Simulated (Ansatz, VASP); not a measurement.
## La6N: VASP beside Ansatz

```
La N
1.0
     3.65000    0.00000    0.00000
    -1.82500    3.16099    0.00000
     0.00000    0.00000   16.20000
La N
6 1
Direct
  0.66667 0.33333 0.41670
  0.33333 0.66667 0.58330
  0.33333 0.66667 0.08330
  0.66667 0.33333 0.91670
  0.00000 0.00000 0.75000
  0.00000 0.00000 0.25000
  0.00000 0.00000 0.00000
```

Alike in both runs: task relaxation of cell and atoms; functional PBE; k mesh 5 × 5 × 1; occupations gaussian, width 0.2 eV; no spin polarisation.

|  | VASP | Ansatz |
| --- | --- | --- |
| version | VASP 6.6.1 | Ansatz 0.2.0 |
| potentials or method | VASP PAW PBE potentials, release 64 (La, N), cutoff 600 eV | scalar-relativistic, plane waves, PAW |
| valence electrons in the cell | 71 | 71 |

|  | VASP | Ansatz | Ansatz less VASP |
| --- | --- | --- | --- |
| gap on the k mesh at the Fermi level, each at its own relaxed structure (eV) | none | none | - |
| relaxed volume (Å³/atom) | 32.51 | 32.14 | -0.373 |
| relaxed length of the cell vector where the two differ most in proportion (Å) | 18.734 | 18.616 | -0.1172 |

A gap of «none» marks a metal or a gap that the smearing closes.

The k mesh is coarse, so the values compare programs but aren't converged. Spin-orbit coupling is off throughout. Noted on VASP's run: the volume moved by over 15 % at a fixed basis, so the end points are rough.
